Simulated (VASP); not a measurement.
# TiRh: single point with LDA

The system is TiRh.

```
CELL_PARAMETERS angstrom
2.92272 0.00000 0.00000
0.00000 2.92272 0.00000
0.00000 0.00000 3.36358
ATOMIC_POSITIONS crystal
Ti 0.50000 0.50000 0.50000
Rh 0.00000 0.00000 0.00000
```

```yaml
Program: VASP 6.6.1
Task: single point
Functional: LDA
Potentials_or_basis: VASP PAW LDA potentials, release 64 (Ti_sv, Rh_pv)
Cutoff: 520 eV
k_mesh: 14 × 14 × 12
Occupations: fermi-dirac, width 0.15 eV
Spin: no spin polarisation
Dipole_correction: no
Further_INCAR_settings: ALGO = Fast; EDIFF = 1e-07; NBANDS = 20
```

```json
{
 "Pressure": "-3.8 GPa",
 "Band gap on the k mesh": "zero (an odd number of electrons rules out a gap without spin polarisation)"
}
```

Levels at points of the mesh, in eV from the Fermi level:
```csv
k point,band 9,band 10,band 11,band 12,band 13,band 14,band 15,band 16,band 17,band 18
"(0.00, 0.00, 0.00)",-5.41,-5.24,-2.47,-2.47,-1.60,0.28,1.39,2.76,2.89,2.89
"(0.50, 0.00, 0.00)",-3.84,-3.17,-3.14,-2.38,-1.64,-0.92,-0.26,0.74,1.53,1.73
"(0.50, 0.50, 0.00)",-5.09,-4.36,-4.36,-0.23,0.93,1.78,1.78,2.33,3.11,3.11
"(0.00, 0.00, 0.50)",-4.33,-3.89,-2.18,-2.18,-1.30,-1.21,-0.57,0.97,0.97,2.14
"(0.50, 0.00, 0.50)",-5.19,-3.25,-3.10,-1.47,0.31,0.70,0.74,0.77,2.83,3.04
"(0.50, 0.50, 0.50)",-3.87,-3.87,-2.13,-1.51,-1.51,-1.03,-0.21,2.35,3.14,8.97
```

Run time: 2.1 min on 1 thread of Intel(R) Xeon(R) 6975P-C (Granite Rapids), on a shared host, peak memory 0.25 GiB.

Caveat: the cell stands under tension.
